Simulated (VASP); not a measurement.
# Ir (P6_3/mmc) in VASP: a series of runs, part 2 of 2

VASP 6.6.1.

### Step 3. Single point, PBEsol, collinear spin (16.65 Å³/atom)

This run uses another cell than the first one, of 16.65 Å³/atom.

INCAR

```
SYSTEM = Ir
PREC = Accurate
ENCUT = 520
EDIFF = 1E-7
ISMEAR = 0
SIGMA = 0.15
LREAL = .False.
LASPH = .True.
NELM = 150
ALGO = Fast
ISIF = 2
LWAVE = .False.
LCHARG = .False.
ISPIN = 2
MAGMOM = 0.5 0.5
LORBIT = 11
NUPDOWN = 1.0
LMAXMIX = 4
GGA = PS
NBANDS = 20
```

KPOINTS

```
Automatic mesh
0
Gamma
  21 21 12
  0 0 0
```

POSCAR

```
Ir
1.0
    2.8730332727      0.0000000000      0.0000000000
   -1.4365166364      2.4881198000      0.0000000000
    0.0000000000      0.0000000000      4.6580720957
Ir
2
Direct
    0.6666666667      0.3333333333      0.7500000000
    0.3333333333      0.6666666667      0.2500000000
```

Potentials or basis: VASP PAW PBE potentials, release 64 (Ir).

Command:

```sh
cat potpaw_PBE.64/Ir/POTCAR > POTCAR
mpirun -np 1 vasp_std > vasp.out
```

OUTCAR:

```text
SYSTEM = Ir
   PREC = Accurate
   ENCUT = 520
   EDIFF = 1E-7
   ISMEAR = 0
   LREAL = .False.
   LASPH = .True.
   NELM = 150
   ISIF = 2
   ISPIN = 2
   LORBIT = 11
   NUPDOWN = 1.0
   GGA = PS

 ion  position               nearest neighbor table
   1  0.667  0.333  0.750-   2 2.86   2 2.86   2 2.86   2 2.86   2 2.86   2 2.86
   2  0.333  0.667  0.250-   1 2.86   1 2.86   1 2.86   1 2.86   1 2.86   1 2.86

  LATTYP: Found a hexagonal cell.
 ALAT       =     2.8730332727
 C/A-ratio  =     1.6213080927

  Lattice vectors:

 A1 = (   2.8730332727,   0.0000000000,   0.0000000000)
 A2 = (  -1.4365166364,   2.4881198000,   0.0000000000)
 A3 = (   0.0000000000,   0.0000000000,   4.6580720957)

Analysis of symmetry for initial positions (statically):
=====================================================================
 Subroutine PRICEL returns:
 Original cell was already a primitive cell.

 Routine SETGRP: Setting up the symmetry group for a
 hexagonal supercell.

 Subroutine GETGRP returns: Found 24 space group operations
 (whereof 12 operations were pure point group operations)
 out of a pool of 24 trial point group operations.

The static configuration has the point symmetry D_3d.
 The point group associated with its full space group is D_6h.

Analysis of symmetry for dynamics (positions and initial velocities):
=====================================================================
 Subroutine PRICEL returns:
 Original cell was already a primitive cell.

 Routine SETGRP: Setting up the symmetry group for a
 hexagonal supercell.

 Subroutine GETGRP returns: Found 24 space group operations
 (whereof 12 operations were pure point group operations)
 out of a pool of 24 trial point group operations.

The dynamic configuration has the point symmetry D_3d.
 The point group associated with its full space group is D_6h.

Analysis of structural, dynamic, and magnetic symmetry:
=====================================================================
 Subroutine PRICEL returns:
 Original cell was already a primitive cell.

 Routine SETGRP: Setting up the symmetry group for a
 hexagonal supercell.

 Subroutine GETGRP returns: Found 24 space group operations
 (whereof 12 operations were pure point group operations)
 out of a pool of 24 trial point group operations.

The overall configuration has the point symmetry D_3d.
 The point group associated with its full space group is D_6h.

 Subroutine INISYM returns: Found 24 space group operations
 (whereof 12 operations are pure point group operations),
 and found     1 'primitive' translations

----------------------------------------------------------------------------------------

                                     Primitive cell

  volume of cell :      33.2980

  direct lattice vectors                    reciprocal lattice vectors
     2.873033273  0.000000000  0.000000000     0.348064190  0.200954954  0.000000000
    -1.436516636  2.488119800  0.000000000     0.000000000  0.401909908  0.000000000
     0.000000000  0.000000000  4.658072096     0.000000000  0.000000000  0.214681091

  length of vectors
     2.873033273  2.873033273  4.658072096     0.401909908  0.401909908  0.214681091

  position of ions in fractional coordinates (direct lattice)
     0.666666667  0.333333333  0.750000000
     0.333333333  0.666666667  0.250000000

  ion indices of the primitive-cell ions
   primitive index   ion index
                 1           1
[... 70 lines left out ...]
   LASPH  =      T    aspherical Exc in radial PAW
   ENCUT  =  520.0 eV  38.22 Ry    6.18 a.u.   5.34  5.34  8.66*2*pi/ulx,y,z
   NELM   =    150;   NELMIN=  2; NELMDL= -5     # of ELM steps
   EDIFF  = 0.1E-06   stopping-criterion for ELM
   LREAL  =      F    real-space projection
   EDIFFG = 0.1E-05   stopping-criterion for IOM
   NSW    =      0    number of steps for IOM
   IBRION =     -1    ionic relax: 0-MD 1-quasi-New 2-CG
   NFREE  =      0    steps in history (QN), initial steepest desc. (CG)
   ISIF   =      2    stress and relaxation
   ISYM   =      2    0-nonsym 1-usesym 2-fastsym
   POTIM  = 0.5000    time-step for ionic-motion
   TEBEG  =    0.0;   TEEND  =   0.0 temperature during run
   PSTRESS=    0.0 pullay stress
   NELECT =      18.0000    total number of electrons
   NUPDOWN=       1.0000    fix difference up-down
   EMIN   =  10.00;   EMAX   =-10.00  energy-range for DOS
   EFERMI =   0.00;   METHOD = LEGACY
   ISMEAR =     0;   SIGMA  =   0.15  broadening in eV -4-tet -1-fermi 0-gaus
   EFERMI_NEDOS =   21; number of points for ismear=-14 and -15
   IALGO  =     68    algorithm
   IMIX   =      4    mixing-type and parameters
     AMIX     =   0.40;   BMIX     =  1.00
     AMIX_MAG =   1.60;   BMIX_MAG =  1.00
  volume/ion in A,a.u.               =      16.65       112.35
  Fermi-wavevector in a.u.,A,eV,Ry     =   1.333602  2.520143 24.197889  1.778495
  Thomas-Fermi vector in A             =   2.462448
   LORBIT       =     11    0 simple, 1 ext, 2 COOP (PROOUT), +10 PAW based schemes
   GGA     = PS    functional components
   LHFCALC =     F    Hartree Fock is set to
   AEXX    =    0.0000 exact exchange contribution
   IVDW    =     0    specifies the selected vdW correction
   LEPSILON=     F    determine dielectric tensor
   LRPA    =     F    only Hartree local field effects (RPA)
 spin polarized calculation
 RMM-DIIS sequential band-by-band and
 Gauss-broadening in eV      SIGMA  =   0.15
  energy-cutoff  :      520.00
  volume of cell :       33.30
 maximum number of plane-waves:       917
 NGX is ok and might be reduce to    24
   NGX = 11   NGY = 11   NGZ = 17

 number of electron      17.9999997 magnetization       1.0000000

 Free energy of the ion-electron system (eV)
  ---------------------------------------------------
  ext. energy  EPLUGINS =         0.00000000
  ---------------------------------------------------
  free energy    TOTEN  =       -18.66344609 eV

  energy without entropy =      -18.62632464  energy(sigma->0) =      -18.64488536

 E-fermi :   7.5263     XC(G=0): -13.1583

 val. band max:        7.8295853174   @ k =   0.2857   0.2857   0.0000
 cond. band min:       7.5288553382   @ k =   0.1905   0.1905   0.3333
 fundamental gap:     -0.3007299791
 Fermi energy:         7.8325039848

 spin component 1

 k-point     1 :       0.0000    0.0000    0.0000
  band No.  band energies     occupation
      1      -1.9361      1.00000
      2       1.0050      1.00000
      3       4.4981      1.00000
      4       4.5953      1.00000
      5       4.5953      1.00000
      6       5.0927      1.00000
[... 541 lines left out ...]
     19      27.1006      0.00000
     20      28.2786      0.00000

 [... further k-points ...]

 spin component 2

 k-point     1 :       0.0000    0.0000    0.0000
  band No.  band energies     occupation
      1      -1.8275      1.00000
      2       1.2125      1.00000
      3       4.8105      1.00000
      4       4.8969      1.00000
      5       4.8969      1.00000
      6       5.4033      1.00000
[... 541 lines left out ...]
     19      27.2185      0.00000
     20      28.4215      0.00000

 [... further k-points ...]

------------------------ aborting loop because EDIFF is reached ----------------------------------------

  FORCE on cell =-STRESS in cart. coord.  units (eV):
  Direction    XX          YY          ZZ          XY          YZ          ZX
  --------------------------------------------------------------------------------------
  -------------------------------------------------------------------------------------
  Total       -8.1606471     -8.1606471     -8.4083205      0.0000000      0.0000000      0.0000000
  in kB     -392.6603357   -392.6603356   -404.5774676      0.0000000      0.0000000      0.0000000
  external PRESSURE =    -396.6327130 kB  Pullay stress =       0.0000000 kB

 VOLUME and BASIS-vectors are now :
 -----------------------------------------------------------------------------
  energy-cutoff  :      520.00
  volume of cell :       33.30
      direct lattice vectors                 reciprocal lattice vectors
     2.873033273  0.000000000  0.000000000     0.348064190  0.200954954  0.000000000
    -1.436516636  2.488119800  0.000000000     0.000000000  0.401909908  0.000000000
     0.000000000  0.000000000  4.658072096     0.000000000  0.000000000  0.214681091

 POSITION                                       TOTAL-FORCE (eV/Angst)
 -----------------------------------------------------------------------------------
      1.43652      0.82937      3.49355         0.000000     -0.000000      0.000000
     -0.00000      1.65875      1.16452        -0.000000      0.000000      0.000000
 -----------------------------------------------------------------------------------
    total drift:                               -0.000000      0.000000     -0.000000

  FREE ENERGIE OF THE ION-ELECTRON SYSTEM (eV)
  ---------------------------------------------------
  free  energy   TOTEN  =       -18.6634460892 eV

  energy  without entropy=      -18.6263246381  energy(sigma->0) =      -18.64488536

 total charge

# of ion       s       p       d       tot
------------------------------------------
    1        0.584   0.543   6.786   7.914
    2        0.584   0.543   6.786   7.914
--------------------------------------------------
tot          1.169   1.086  13.573  15.828

 magnetization (x)

# of ion       s       p       d       tot
------------------------------------------
    1        0.001  -0.001   0.492   0.492
    2        0.001  -0.001   0.492   0.492
--------------------------------------------------
tot          0.003  -0.003   0.984   0.984
```

OSZICAR:

```text
N       E                     dE             d eps       ncg     rms          rms(c)
DAV:   1     0.137989433142E+03    0.13799E+03   -0.76813E+03 26896   0.854E+02
DAV:   2    -0.159368096505E+02   -0.15393E+03   -0.13421E+03 27260   0.248E+02
DAV:   3    -0.199729225260E+02   -0.40361E+01   -0.39649E+01 32288   0.478E+01
DAV:   4    -0.200224370783E+02   -0.49515E-01   -0.49485E-01 30692   0.450E+00
DAV:   5    -0.200238855492E+02   -0.14485E-02   -0.14484E-02 31904   0.822E-01    0.151E+01
RMM:   6    -0.187997347358E+02    0.12242E+01   -0.13619E+00 27435   0.994E+00    0.545E+00
RMM:   7    -0.186709953884E+02    0.12874E+00   -0.39292E-01 28015   0.352E+00    0.275E+00
RMM:   8    -0.186684994567E+02    0.24959E-02   -0.36907E-02 32339   0.182E+00    0.158E+00
RMM:   9    -0.186637833750E+02    0.47161E-02   -0.59059E-03 29903   0.518E-01    0.283E-01
RMM:  10    -0.186634505479E+02    0.33283E-03   -0.75189E-04 30767   0.183E-01    0.112E-01
RMM:  11    -0.186634470535E+02    0.34943E-05   -0.20034E-04 34437   0.793E-02    0.532E-02
RMM:  12    -0.186634470418E+02    0.11727E-07   -0.30775E-05 31441   0.468E-02    0.206E-02
RMM:  13    -0.186634463172E+02    0.72463E-06   -0.11568E-05 34527   0.243E-02    0.635E-03
RMM:  14    -0.186634463070E+02    0.10180E-07   -0.31508E-06 31797   0.794E-03    0.409E-03
RMM:  15    -0.186634461430E+02    0.16394E-06   -0.26557E-07 23078   0.380E-03    0.913E-04
RMM:  16    -0.186634460892E+02    0.53896E-07   -0.11902E-07 18282   0.177E-03
   1 F= -.18663446E+02 E0= -.18644885E+02  d E =-.371215E-01  mag=     1.0000
```

stdout:

```text
POSCAR found type information on POSCAR Ir
 POSCAR found :  1 types and       2 ions
 scaLAPACK will be used
 -----------------------------------------------------------------------------
|                                                                             |
|                                                                             |
|     You enforced a specific xc type in the INCAR file but a different       |
|     I HOPE YOU KNOW WHAT YOU ARE DOING!                                     |
|                                                                             |
 -----------------------------------------------------------------------------

 LDA part: xc-table for (Slater+PW92), standard interpolation
 POSCAR, INCAR and KPOINTS ok, starting setup
 FFT: planning ... GRIDC
 FFT: planning ... GRID_SOFT
 FFT: planning ... GRID
 WAVECAR not read
 entering main loop
```

It took 3.8 min on 1 thread of Intel Xeon Platinum 8488C (Sapphire Rapids), shared host; peak memory 0.41 GiB.

Results:

```
Free energy                                           : -18.6634 eV
Pressure                                              : -39.7 GPa
Net moment                                            : 1.00 μB per cell
Site moments                                          : Ir +0.49 μB
Valence electrons inside the program's atomic spheres : Ir 7.91
```

Stress tensor (GPa, compression positive):
```
-39.27   0.00   0.00
  0.00 -39.27   0.00
  0.00   0.00 -40.46
```

Caveat: the cell stands under tension; the PAW data sets were made with another functional, which shifts forces and pressure a little; spin-orbit coupling is left out, which moves the levels of the heavy elements; the total moment is fixed, so each spin has its own Fermi level.
